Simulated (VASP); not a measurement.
# C (Fmmm) in VASP: further runs

C is run at these levels: PBE; tasks: relaxation of cell and atoms.

All numbers are computed with VASP 6.6.1; they aren't measurements. Logs are shortened: lines on timing, memory, paths and dates and some standing lists are left out, and cuts for length are marked.

## 1. The cell of the first run

Symmetry: Fmmm, No. 69, orthorhombic system. The conventional cell has a = 2.466 Å, b = 4.272 Å, c = 8.588 Å, α = 90.00°, β = 90.00°, γ = 90.00°. C (site symmetry m2m) has 3 C at 1.42 Å within 1.9 Å.

## 2. Relaxation of cell and atoms, PBE

INCAR reads:

```
SYSTEM = C
PREC     = Accurate       ! precision mode
ENCUT    = 910            ! plane-wave cutoff, eV
EDIFF    = 1E-7           ! SCF threshold, eV
ISMEAR   = 0              ! smearing method
SIGMA    = 0.02           ! smearing width, eV
LREAL    = .False.        ! projectors in reciprocal space
LASPH    = .True.         ! aspherical terms in the spheres
NELM     = 120            ! most SCF steps
ALGO     = Normal         ! electronic algorithm
ISIF     = 3              ! what is computed and relaxed
LWAVE    = .False.        ! write WAVECAR
LCHARG   = .False.        ! write CHGCAR
GGA      = PE             ! functional
IBRION   = 2              ! ionic algorithm
NSW      = 100            ! ionic steps
EDIFFG   = -0.005         ! ionic threshold
GGA_COMPAT= .False.      
NELMIN   = 4
```

KPOINTS reads:

```
Automatic mesh
0
Gamma
  14 14 14
  0 0 0
```

POSCAR reads:

```
C
1.0
    0.0000000000      2.1360192287      4.2938515110
    1.2332305934      0.0000000000      4.2938515110
    1.2332305934      2.1360192287      0.0000000000
C
2
Direct
    0.1666721642      0.8333278358      0.1666721642
    0.8333278358      0.1666721642      0.8333278358
```

Potentials or basis: VASP PAW PBE potentials, release 64 (C_h).

Launch:

```console
$ cat potpaw_PBE.64/C_h/POTCAR > POTCAR
$ mpirun -np 1 vasp_std > vasp.out
```

OUTCAR:

```text
SYSTEM = C
   PREC = Accurate
   ENCUT = 910
   EDIFF = 1E-7
   ISMEAR = 0
   LREAL = .False.
   LASPH = .True.
   NELM = 120
   ISIF = 3
   GGA = PE
   IBRION = 2
   NSW = 100
   EDIFFG = -0.005
   NELMIN = 4

 ion  position               nearest neighbor table
   1  0.167  0.833  0.167-   2 1.42   2 1.42   2 1.42
   2  0.833  0.167  0.833-   1 1.42   1 1.42   1 1.42

  LATTYP: Found a face centered orthorhombic cell.
 ALAT       =     2.4664611868
 B/A-ratio  =     1.7320517672
 C/A-ratio  =     3.4817912676

  Lattice vectors:

 A1 = (   0.0000000000,   2.1360192287,   4.2938515110)
 A2 = (   1.2332305934,   0.0000000000,   4.2938515110)
 A3 = (   1.2332305934,   2.1360192287,   0.0000000000)

Analysis of symmetry for initial positions (statically):
=====================================================================
 Subroutine PRICEL returns:
 Original cell was already a primitive cell.

 Routine SETGRP: Setting up the symmetry group for a
 face centered orthorhombic supercell.

 Subroutine GETGRP returns: Found  8 space group operations
 (whereof  8 operations were pure point group operations)
 out of a pool of  8 trial point group operations.

The static configuration has the point symmetry D_2h.

Analysis of symmetry for dynamics (positions and initial velocities):
=====================================================================
 Subroutine PRICEL returns:
 Original cell was already a primitive cell.

 Routine SETGRP: Setting up the symmetry group for a
 face centered orthorhombic supercell.

 Subroutine GETGRP returns: Found  8 space group operations
 (whereof  8 operations were pure point group operations)
 out of a pool of  8 trial point group operations.

The dynamic configuration has the point symmetry D_2h.

 Subroutine INISYM returns: Found  8 space group operations
 (whereof  8 operations are pure point group operations),
 and found     1 'primitive' translations

----------------------------------------------------------------------------------------

                                     Primitive cell

  volume of cell :      22.6218

[... 111 lines left out ...]
  Thomas-Fermi vector in A             =   2.294309
   LORBIT       =      0    0 simple, 1 ext, 2 COOP (PROOUT), +10 PAW based schemes
   GGA     = PE    functional components
   LHFCALC =     F    Hartree Fock is set to
   AEXX    =    0.0000 exact exchange contribution
   IVDW    =     0    specifies the selected vdW correction
   LEPSILON=     F    determine dielectric tensor
   LRPA    =     F    only Hartree local field effects (RPA)
 conjugate gradient relaxation of ions
 non-spin polarized calculation
 Gauss-broadening in eV      SIGMA  =   0.02
  energy-cutoff  :      910.00
  volume of cell :       22.62
 maximum number of plane-waves:      1438
   NGX = 23   NGY = 21   NGZ = 13

--------------------------------------- Ionic step        1  -------------------------------------------

 number of electron       8.0000000 magnetization

 Free energy of the ion-electron system (eV)
  ---------------------------------------------------
  ext. energy  EPLUGINS =         0.00000000
  ---------------------------------------------------
  free energy    TOTEN  =       -18.48910490 eV

  energy without entropy =      -18.48910490  energy(sigma->0) =      -18.48910490

------------------------ aborting loop because EDIFF is reached ----------------------------------------

  FORCE on cell =-STRESS in cart. coord.  units (eV):
  Direction    XX          YY          ZZ          XY          YZ          ZX
  --------------------------------------------------------------------------------------
  -------------------------------------------------------------------------------------
  Total       -0.0401548     -0.0405189     -0.0254789     -0.0000000      0.0000000      0.0000000
  in kB       -2.8439468     -2.8697341     -1.8045323     -0.0000000      0.0000000      0.0000000
  external PRESSURE =      -2.5060711 kB  Pullay stress =       0.0000000 kB
[... 89 lines left out ...]
  FREE ENERGIE OF THE ION-ELECTRON SYSTEM (eV)
  ---------------------------------------------------
  free  energy   TOTEN  =       -18.4891224036 eV

  energy  without entropy=      -18.4891224036  energy(sigma->0) =      -18.48912240

[... ionic steps 4 to 17 ...]

--------------------------------------- Ionic step       18  -------------------------------------------

 number of electron       8.0000000 magnetization

------------------------ aborting loop because EDIFF is reached ----------------------------------------
[... 67 lines left out ...]
--------------------------------------- Ionic step       20  -------------------------------------------

 number of electron       8.0000000 magnetization

 Free energy of the ion-electron system (eV)
  ---------------------------------------------------
  ext. energy  EPLUGINS =         0.00000000
  ---------------------------------------------------
  free energy    TOTEN  =       -18.48949132 eV

  energy without entropy =      -18.48949132  energy(sigma->0) =      -18.48949132

 E-fermi :   3.3178     XC(G=0):  -8.9523

 val. band max:        3.1645488907   @ k =   0.5000  -0.1429   0.3571
 cond. band min:       4.1495732949   @ k =  -0.0714   0.2857   0.2857
 fundamental gap:      0.9850244042
 Fermi energy:         3.3178378489

 k-point     1 :       0.0000    0.0000    0.0000
  band No.  band energies     occupation
      1     -15.9333      2.00000
      2      -3.7094      2.00000
      3       0.5611      2.00000
      4       0.5630      2.00000
      5       6.7701      0.00000
      6      11.9257      0.00000
      7      11.9400      0.00000
      8      15.0365      0.00000
[... 243 lines left out ...]
 k-point    24 :       0.2857    0.1429    0.0000
  band No.  band energies     occupation
      1     -15.4342      2.00000
      2      -3.3737      2.00000
      3      -1.1902      2.00000
      4      -0.3178      2.00000
      5       8.4100      0.00000
      6      11.9931      0.00000
      7      13.4731      0.00000
      8      13.8481      0.00000

 [... further k-points ...]

------------------------ aborting loop because EDIFF is reached ----------------------------------------

  FORCE on cell =-STRESS in cart. coord.  units (eV):
  Direction    XX          YY          ZZ          XY          YZ          ZX
  --------------------------------------------------------------------------------------
  -------------------------------------------------------------------------------------
  Total       -0.0002504     -0.0035467     -0.0007276      0.0000000      0.0000000      0.0000000
  in kB       -0.0183411     -0.2597894     -0.0532921      0.0000000      0.0000000      0.0000000
  external PRESSURE =      -0.1104742 kB  Pullay stress =       0.0000000 kB
[... 17 lines left out ...]
  FREE ENERGIE OF THE ION-ELECTRON SYSTEM (eV)
  ---------------------------------------------------
  free  energy   TOTEN  =       -18.4894913234 eV

  energy  without entropy=      -18.4894913234  energy(sigma->0) =      -18.48949132

 reached required accuracy - stopping structural energy minimisation
```

It took 17 min on 1 thread of Intel Xeon 6975P-C (Granite Rapids), shared host; peak memory 0.33 GiB.

What came out:

- Free energy: -18.4895 eV
- Relaxed volume: 10.94 Å³/atom
- Relaxed cell: a = 4.671 Å, b = 4.333 Å, c = 2.466 Å, α = 81.82°, β = 66.68°, γ = 31.50°
- Space group after relaxing (to 0.1 Å): Fmmm (No. 69)
- Energy gained by relaxing: 0.2 meV/atom
- Ionic steps: 20
- Pressure after relaxing: 0.0 GPa
- Largest force after relaxing: 0.004 eV/Å

Forces in eV/Å, atoms in the order of the input:
```
C    0.000 -0.004  0.000
C    0.000  0.004  0.000
```

Step by step:
| step | energy change (eV) | largest force (eV/Å) | pressure (GPa) | volume (Å³) |
| --- | --- | --- | --- | --- |
| 1 | 0.0000 | 0.0005 | -0.25 | 22.62 |
| 2 | 0.0000 | 0.0021 | 0.39 | 22.56 |
| 3 | 0.0000 | 0.0005 | -0.02 | 22.60 |
| 4 | 0.0000 | 0.0013 | 0.00 | 22.59 |
| 5 | -0.0001 | 0.0066 | -0.01 | 22.54 |
| 6 | -0.0002 | 0.0171 | 0.01 | 22.45 |
| 7 | -0.0003 | 0.0382 | 0.03 | 22.28 |
| 8 | -0.0003 | 0.0803 | 0.08 | 21.93 |
| 9 | -0.0003 | 0.0778 | 0.08 | 21.93 |
| 10 | -0.0003 | 0.0705 | 0.09 | 21.91 |
| 11 | -0.0004 | 0.0558 | 0.09 | 21.89 |
| 12 | -0.0004 | 0.0267 | 0.05 | 21.85 |
| 13 | -0.0004 | 0.0320 | 0.03 | 21.76 |
| 14 | -0.0004 | 0.0156 | 0.06 | 21.83 |
| 15 | -0.0004 | 0.0213 | 0.04 | 21.84 |
| 16 | -0.0004 | 0.0182 | 0.05 | 21.83 |
| 17 | -0.0004 | 0.0170 | 0.05 | 21.83 |
| 18 | -0.0004 | 0.0157 | 0.04 | 21.84 |
| 19 | -0.0004 | 0.0120 | 0.02 | 21.85 |
| 20 | -0.0004 | 0.0045 | -0.01 | 21.87 |

Final structure:
```
C
1.0
     0.00000    2.13544    4.15408
     1.23288    0.00000    4.15408
     1.23288    2.13544    0.00000
C
2
Direct
  0.16668 0.83332 0.16668
  0.83332 0.16668 0.83332
```

Caveat: the cutoff is under 1.25 times the usual one of these potentials, so pressure, stress and relaxed cells hold a basis-set (Pulay) error; this functional lacks dispersion, which binds the layers, so the pressure and a relaxed spacing across them are unreliable.

[end of part 1 of 2]
